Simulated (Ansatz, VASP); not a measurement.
**Two plane-wave programs on MgO**

```xyz
4
Lattice="3.1575 0.0000 0.0000 -1.5788 2.7345 0.0000 0.0000 0.0000 5.0555" Properties=species:S:1:pos:R:3 pbc="T T T"
Mg    0.0000    1.8230   -0.0195
Mg    1.5788    0.9115    2.5082
O     0.0000    1.8230    2.0650
O     1.5788    0.9115    4.5928
```

Alike in both runs: task single point; functional PBEsol; k mesh 9 × 9 × 6; occupations gaussian, width 0.02 eV; no spin polarisation.

```csv
,VASP,Ansatz
version,VASP 6.6.1,Ansatz 0.2.0
potentials or method,"VASP PAW PBE potentials, release 64 (Mg, O), cutoff 520 eV","scalar-relativistic, plane waves, PAW"
valence electrons in the cell,16,32
```

VASP gave:

- gap on the k mesh at the Fermi level (eV): 3.80
- least direct gap on the mesh (eV): 3.80
- pressure (GPa): 14.3
- traceless stress, the component that is largest in VASP (GPa): -15.66
- rms of the force components (eV/Å): 0.539

Problem. What did Ansatz give for the same quantities?

Solution. gap on the k mesh at the Fermi level (eV): 3.80; least direct gap on the mesh (eV): 3.80; pressure (GPa): 14.2; traceless stress, the component that is largest in VASP (GPa): -15.39; rms of the force components (eV/Å): 0.530.

VASP's potentials were made for PBE, not for PBEsol. Atom by atom the forces differ by 0.009 eV/Å (rms over components). VASP's potentials hold 16 valence electrons a cell and Ansatz's 32, so a difference there can come from the potentials and not from the codes.
